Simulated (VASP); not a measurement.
Set up this calculation in VASP 6.6.1, as the native input.

```yaml
Task: single point
Functional: PBE
Potentials_or_basis: VASP PAW PBE potentials, release 64 (Al)
Cutoff: 520 eV
k_mesh: 20 × 20 × 20
Occupations: gaussian, width 0.15 eV
Spin: no spin polarisation
Dipole_correction: no
Further_INCAR_settings: ALGO = Fast; EDIFF = 1e-06; NBANDS = 8
```

The structure of Al lies in POSCAR:

```
Al
1.0
    0.0632493750      2.0239800000      2.0239800000
    2.0239800000      0.0632493750      2.0239800000
    2.0872293750      2.0872293750      0.0000000000
Al
1
Direct
    0.0000000000      0.0000000000      0.0000000000
```

This cell differs from its parent crystal: strain +0.0625 x Voigt [0, 0, 0, 0, 0, 1].

These files were run (other wordings do the same):

INCAR

```
PREC     = Accurate       # precision mode
ENCUT    = 520            # plane-wave cutoff, eV
EDIFF    = 1E-6           # SCF threshold, eV
ISMEAR   = 0              # smearing method
SIGMA    = 0.15           # smearing width, eV
LREAL    = False          # projectors in reciprocal space
LASPH    = True           # aspherical terms in the spheres
NELM     = 80             # most SCF steps
ALGO     = Fast           # electronic algorithm
ISIF     = 2              # what is computed and relaxed
LWAVE    = False          # write WAVECAR
LCHARG   = False          # write CHGCAR
GGA      = PE             # functional
NBANDS   = 8              # bands
```

KPOINTS

```
Automatic mesh
0
Gamma
  20 20 20
```

Potentials or basis: VASP PAW PBE potentials, release 64 (Al).

Command:

```sh
$ cat potpaw_PBE.64/Al/POTCAR > POTCAR
$ mpirun -np 1 vasp_std > vasp.out
```

It gave:

```yaml
Pressure: -0.1 GPa
Band_gap_on_the_k_mesh: zero (an odd number of electrons rules out a gap without spin polarisation)
```

Caveat: the cell differs from its parent crystal (strain +0.0625 x Voigt [0, 0, 0, 0, 0, 1]).

Run time: 100 s on 1 thread of Intel Xeon 8259CL, with other jobs on the host, peak memory 0.24 GiB.
